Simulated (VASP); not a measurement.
Input of a VASP 6.6.1 run:

The input INCAR:

```
  ALGO = Normal
  EDIFF = 1E-7
  ENCUT = 520
  GGA = PE
  ISIF = 2
  ISMEAR = 0
  LASPH = T
  LCHARG = T
  LELF = T
  LREAL = F
  LVHAR = T
  LWAVE = F
  NBANDS = 27
  NELM = 100
  PREC = Accurate
  SIGMA = 0.05
```

File KPOINTS:

```
k-points
0
Gamma
  10 10 10
```

Contents of POSCAR:

```
InSe
1.0
    2.0443651669      1.1803147794      9.2175415852
   -2.0443651669      1.1803147794      9.2175415852
    0.0000000000     -2.3606295588      9.2175415852
In Se
2 2
Direct
    0.0050015285      0.0050015285      0.0050015285
    0.1071791340      0.1071791340      0.1071791340
    0.6256740561      0.6256740561      0.6256740561
    0.8198452814      0.8198452814      0.8198452814
```

Potentials or basis: VASP PAW PBE potentials, release 64 (In_d, Se).

Run with:

```bash
$ cat potpaw_PBE.64/In_d/POTCAR potpaw_PBE.64/Se/POTCAR > POTCAR
$ mpirun -np 1 vasp_std > vasp.out
```

Task: Predict the largest force.

Result: 0.014 eV/Å.

Task: Predict the pressure.

Result: 0.0 GPa.

Task: What does it give for the band gap on the k mesh?

Result: 0.70 eV.

Forces on the atoms (eV/Å):
```
In   0.000  0.000  0.014
In   0.000  0.000 -0.013
Se   0.000  0.000 -0.014
Se   0.000  0.000  0.013
```

Caveat: spin-orbit coupling is left out, which moves the levels of the heavy elements.

**The experiment to reproduce.**

From “The Interaction of Hydrogen with the van der Waals Crystal γ-InSe”, 2020, pmc:7321205, for a bulk crystal of InSe at 300 K: band gap 1.25 eV.

Measured gap of InSe: 1.25 eV (300 K; “The Interaction of Hydrogen with the van der Waals Crystal γ-InSe”, 2020, pmc:7321205). This calculation gives 0.70 eV (-0.55 eV). Spin-orbit coupling on In, Se is left out. The value is that of PBE on a finite k mesh, which can miss the band edges, without temperature or zero-point motion. Semilocal functionals fall short of measured gaps as a rule.
